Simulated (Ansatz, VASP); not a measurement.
## YLuI6 in VASP and in Ansatz

```xyz
8
Lattice="7.0003 0.0000 0.0000 0.0000 7.0003 0.0000 0.0000 0.0000 7.0003" Properties=species:S:1:pos:R:3 pbc="T T T"
Y     0.0000    0.0000    0.0000
Lu    3.5002    3.5002    3.5002
I     0.0000    3.5002    5.2185
I     3.5002    1.7818    0.0000
I     5.2185    0.0000    3.5002
I     0.0000    3.5002    1.7818
I     3.5002    5.2185    0.0000
I     1.7818    0.0000    3.5002
```

Change from the starting cell: species swapped into the Nb6AlGa type (Pm-3, No. 200).

Alike in both runs: task single point; functional PBE; k mesh 4 × 4 × 4; occupations gaussian, width 0.1 eV; no spin polarisation.

|  | VASP | Ansatz |
| --- | --- | --- |
| version | VASP 6.6.1 | Ansatz 0.2.0 |
| potentials or method | VASP PAW PBE potentials, release 64 (Y_sv, Lu, I), cutoff 520 eV | scalar-relativistic, plane waves, PAW |
| valence electrons in the cell | 78 | 138 |

|  | VASP | Ansatz | Ansatz less VASP |
| --- | --- | --- | --- |
| gap on the k mesh at the Fermi level (eV) | none | none | - |
| pressure (GPa) | -4.7 | -4.7 | 0.00 |
| rms of the force components (eV/Å) | 0.116 | 0.116 | -0.0002 |

Atom by atom the forces differ by 0.000 eV/Å (rms over components). A gap of «none» marks a metal or a gap that the smearing closes. VASP's potentials hold 78 valence electrons a cell and Ansatz's 138, so a difference there can come from the potentials and not from the codes.

Neither program's run includes spin-orbit coupling.
